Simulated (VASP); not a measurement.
# Al5Si3C3N5 (P1) in VASP: notebook, part 3 of 3

VASP 6.6.1.

## (5) Single point, PBEsol

This run uses another cell than the first one, of 10.72 Å³/atom.

Contents of INCAR:

```
ALGO     = Normal         # electronic algorithm
EDIFF    = 1E-6           # SCF threshold, eV
ENCUT    = 520            # plane-wave cutoff, eV
GGA      = PS             # functional
ISIF     = 2              # what is computed and relaxed
ISMEAR   = -1             # smearing method
ISYM     = 0            
LASPH    = True           # aspherical terms in the spheres
LCHARG   = False          # write CHGCAR
LREAL    = Auto         
LWAVE    = False          # write WAVECAR
NBANDS   = 246            # bands
NELM     = 60             # most SCF steps
PREC     = Accurate       # precision mode
SIGMA    = 0.05           # smearing width, eV
```

Contents of KPOINTS:

```
Automatic mesh
0
Gamma
  1 1 1
  0.25 0.25 0.25
```

Contents of POSCAR:

```
Al5Si3C3N5
1.0
    9.2746622730      0.0000000000      0.0000000000
    0.0000000000     10.9595550728      0.0000000000
    0.0000000000      0.0000000000     10.1220583436
Si Al N C
18 30 30 18
Direct
    0.1671400000      0.0714080000      0.2548190000
    0.5006720000      0.0781760000      0.2475450000
    0.5003980000      0.0796820000      0.7467190000
    0.0021620000      0.8321220000      0.7612940000
    0.8300840000      0.0779410000      0.2438850000
    0.8372670000      0.0804010000      0.7497700000
    0.3325690000      0.8311930000      0.7568670000
    0.6641270000      0.8301310000      0.2250440000
    0.6714050000      0.8401410000      0.7391750000
    0.0015990000      0.1701760000      0.4996930000
    0.0075270000      0.1643370000      0.0011140000
    0.3340910000      0.1680470000      0.4984360000
    0.6689330000      0.1607700000      0.4962850000
    0.6661990000      0.1695370000      0.9972830000
    0.5292460000      0.9132950000      0.5033410000
    0.5033630000      0.9205100000      0.9906150000
    0.7985600000      0.9140920000      0.4954140000
    0.8321750000      0.9198460000      0.9910960000
    0.1679010000      0.0843220000      0.7573470000
    0.9985590000      0.3479380000      0.2466740000
    0.0001430000      0.3307860000      0.7546000000
    0.3307250000      0.3415020000      0.2497240000
    0.3338370000      0.3505020000      0.7571960000
    0.1665130000      0.5886420000      0.2496370000
    0.1651470000      0.5910180000      0.7608380000
    0.9940880000      0.8298160000      0.2610760000
    0.6685850000      0.3329130000      0.2498920000
    0.6647780000      0.3510830000      0.7451510000
    0.5003550000      0.5837770000      0.2455810000
    0.5002360000      0.5916100000      0.7534860000
    0.3372300000      0.8308430000      0.2617620000
    0.8344200000      0.5824390000      0.2454110000
    0.8338150000      0.5910710000      0.7470560000
    0.3285590000      0.1657790000      0.0023470000
    0.1635610000      0.4182390000      0.4988270000
    0.1673470000      0.4243590000      0.0019350000
    0.9956890000      0.6658750000      0.5030670000
    0.9958240000      0.6624130000      0.0096860000
    0.4996350000      0.4150740000      0.4870720000
    0.5005960000      0.4185610000      0.0013680000
    0.3383280000      0.6665460000      0.5034310000
    0.3374730000      0.6610710000      0.0114090000
    0.1638990000      0.9140710000      0.5102270000
    0.1666760000      0.9119130000      0.0097150000
    0.8353520000      0.4131770000      0.4952170000
    0.8302170000      0.4183000000      0.9917110000
    0.6651860000      0.6520360000      0.4963610000
    0.6682070000      0.6564970000      0.9950160000
    0.0021930000      0.1308080000      0.1833650000
    0.3307150000      0.1340520000      0.1937740000
    0.3449490000      0.1399870000      0.6750870000
    0.1672230000      0.4236160000      0.1934940000
    0.0007490000      0.6786170000      0.1955320000
    0.0050600000      0.6918940000      0.6915800000
    0.6666960000      0.1289070000      0.6796990000
    0.3344440000      0.6786530000      0.1982880000
    0.3306430000      0.6892580000      0.6910620000
    0.1667570000      0.9172640000      0.2032260000
    0.1685450000      0.9100950000      0.7065560000
    0.6654900000      0.6839430000      0.1811140000
    0.5041080000      0.9190360000      0.1724750000
    0.4917910000      0.9205280000      0.7009150000
    0.8260840000      0.9174430000      0.1733180000
    0.8447140000      0.9202540000      0.7205400000
    0.1686470000      0.0775220000      0.4354470000
    0.1590920000      0.0741240000      0.9482750000
    0.5008420000      0.0715990000      0.4332390000
    0.5060030000      0.0739270000      0.9285340000
    0.1695500000      0.5968640000      0.4390440000
    0.9781220000      0.8504760000      0.4500060000
    0.9915450000      0.8468500000      0.9401990000
    0.8293040000      0.0716540000      0.4251330000
    0.8344000000      0.0779420000      0.9378130000
    0.4954540000      0.5885030000      0.4322280000
    0.3528320000      0.8474490000      0.4515960000
    0.3445180000      0.8508150000      0.9347300000
    0.6602490000      0.8440110000      0.3927270000
    0.6671330000      0.8577120000      0.9321450000
    0.9932420000      0.1497910000      0.6793550000
    0.1618760000      0.4283360000      0.6878450000
    0.6644920000      0.1452990000      0.1799250000
    0.5004700000      0.4172070000      0.1942660000
    0.4957200000      0.4297030000      0.6766000000
    0.8308260000      0.4179990000      0.1819980000
    0.8411060000      0.4234990000      0.6863700000
    0.6636960000      0.6928930000      0.6822460000
    0.0039110000      0.3146640000      0.4321160000
    0.0046370000      0.3144730000      0.9494720000
    0.3287180000      0.3156710000      0.4390700000
    0.3304890000      0.3231760000      0.9433880000
    0.1667370000      0.5974160000      0.9486600000
    0.6672220000      0.3097010000      0.4444870000
    0.6638630000      0.3133890000      0.9299110000
    0.4983270000      0.5884230000      0.9406240000
    0.8351350000      0.5834950000      0.4344020000
    0.8365700000      0.5892500000      0.9351030000
```

Run with:

```console
> cat potpaw_PBE.64/Si/POTCAR potpaw_PBE.64/Al/POTCAR potpaw_PBE.64/N/POTCAR potpaw_PBE.64/C/POTCAR > POTCAR
> mpirun -np 1 vasp_std > vasp.out
```

It took 60 min on 1 thread of Oxide Virtual Turin-like, shared host; peak memory 1.3 GiB.

It converged, with:

```
Free energy            : -713.7898 eV
Pressure               : 0.1 GPa
Largest force          : 0.131 eV/Å
Band gap on the k mesh : 0.26 eV (least direct gap 0.27 eV)
```

Forces in eV/Å, atoms in the order of the input:
```
Si   0.000  0.021  0.010
Si   0.005 -0.007  0.035
Si   0.009  0.003 -0.003
Si   0.010  0.044  0.009
Si  -0.006 -0.007  0.010
Si  -0.011  0.016  0.013
Si   0.016  0.036  0.003
Si   0.015  0.072  0.014
Si  -0.003  0.021  0.021
Si  -0.024 -0.037  0.010
Si  -0.037  0.000  0.007
Si  -0.007 -0.005 -0.002
Si  -0.018 -0.044  0.009
Si  -0.012 -0.006  0.024
Si   0.000 -0.004  0.000
Si  -0.020 -0.002  0.014
Si   0.001 -0.024  0.013
Si   0.007 -0.004 -0.002
Al  -0.009  0.006  0.004
Al   0.046  0.000 -0.013
Al   0.045  0.012 -0.001
Al   0.013 -0.016  0.023
Al   0.023  0.028 -0.033
Al   0.005 -0.019  0.018
Al  -0.014 -0.011 -0.088
Al   0.002  0.045  0.020
Al   0.065  0.000 -0.005
Al   0.024  0.011 -0.025
Al   0.003  0.010  0.009
Al   0.006  0.012 -0.090
Al   0.002  0.056  0.013
Al  -0.019 -0.010  0.018
Al  -0.008  0.013 -0.102
Al  -0.008 -0.020  0.024
Al   0.032  0.000 -0.013
Al   0.005 -0.068  0.011
Al  -0.009  0.014  0.016
Al  -0.010  0.092  0.093
Al   0.011 -0.005 -0.004
Al   0.047 -0.083  0.022
Al  -0.007  0.000  0.017
Al  -0.004  0.090  0.085
Al  -0.010  0.000 -0.007
Al  -0.002  0.008  0.008
Al   0.035 -0.002 -0.006
Al   0.083 -0.084  0.009
Al   0.010  0.008  0.022
Al   0.010  0.076  0.073
N    0.000 -0.022 -0.008
N    0.014  0.015 -0.022
N   -0.013 -0.020  0.036
N   -0.025  0.027 -0.018
N    0.002 -0.036 -0.041
N    0.005 -0.077 -0.001
N    0.015  0.006  0.000
N    0.009 -0.039 -0.041
N   -0.013 -0.052 -0.004
N   -0.006 -0.036 -0.012
N   -0.011  0.012  0.004
N    0.000 -0.078 -0.063
N   -0.030 -0.026 -0.007
N   -0.021 -0.014  0.024
N   -0.005 -0.013  0.013
N   -0.015 -0.016  0.023
N    0.015 -0.015  0.018
N    0.044 -0.016 -0.006
N    0.004  0.009  0.009
N    0.005  0.012  0.009
N   -0.013 -0.011  0.004
N    0.044 -0.015 -0.036
N    0.028 -0.052 -0.003
N    0.000  0.026  0.028
N    0.034 -0.004  0.002
N   -0.001 -0.002 -0.001
N   -0.011 -0.018 -0.012
N   -0.026 -0.039 -0.015
N    0.012 -0.027 -0.028
N    0.010 -0.018 -0.020
C    0.027 -0.006 -0.021
C   -0.048  0.002  0.036
C    0.013  0.020 -0.021
C   -0.055  0.028 -0.066
C   -0.017 -0.001  0.041
C   -0.057  0.019  0.014
C   -0.052  0.022 -0.022
C   -0.037 -0.055  0.012
C   -0.016  0.059 -0.035
C   -0.048  0.029 -0.035
C   -0.004  0.038 -0.010
C    0.002  0.063  0.028
C    0.034 -0.029 -0.023
C   -0.017  0.077 -0.023
C   -0.050  0.068  0.016
C   -0.016 -0.047 -0.006
C    0.003  0.035  0.018
C   -0.002 -0.022 -0.016
```

Stress tensor (GPa, compression positive):
```
0.09 0.07 0.19
0.07 0.17 0.89
0.19 0.89 0.11
```

Levels at points of the mesh, in eV from the valence-band top:
| k point | band 188 | band 189 | band 190 | band 191 | band 192 | band 193 | band 194 | band 195 | band 196 | band 197 |
| --- | --- | --- | --- | --- | --- | --- | --- | --- | --- | --- |
| (0.25, 0.25, 0.25) | -0.47 | -0.25 | -0.18 | -0.16 | -0.01 | 0.27 | 0.77 | 1.25 | 1.32 | 1.43 |

Caveat: semilocal functionals underestimate gaps, and a narrow one can read as zero; the PAW data sets were made with another functional, which shifts forces and pressure a little; a shifted mesh leaves out Γ, where band edges can lie.

## (6) The runs side by side

| cell | cutoff (eV) | gap on the mesh (eV) | pressure (GPa) | largest force (eV/Å) |
| --- | --- | --- | --- | --- |
| a = 9.298, b = 10.737, c = 10.016 Å, 96 atoms, atomic positions A | 520 | 0.04 | 6.6 | 5.72 |
| a = 9.298, b = 10.737, c = 10.016 Å, 96 atoms, atomic positions A | 700 | - | 6.5 | 5.72 |
| a = 9.275, b = 10.960, c = 10.122 Å, 96 atoms, atomic positions B | 700 | - | 0.0 | 0.12 |
| a = 9.275, b = 10.960, c = 10.122 Å, 96 atoms, atomic positions B | 520 | 0.26 | 0.1 | 0.13 |

Alike in all rows: task single point; level PBEsol; potentials or basis VASP PAW PBE potentials, release 64 (Si, Al, N, C); no spin polarisation; k mesh 1 × 1 × 1, shifted; smearing fermi-dirac 0.05 eV.

Caveats: the PAW data sets were made with another functional, which shifts forces and pressure a little; the stress differs along the axes, from 3 to 10 GPa (at least some runs); semilocal functionals underestimate gaps, and a narrow one can read as zero (at least some runs); a shifted mesh leaves out Γ, where band edges can lie (at least some runs).

Total energies depend on the potentials used, so only differences within one code and one set of settings carry meaning.
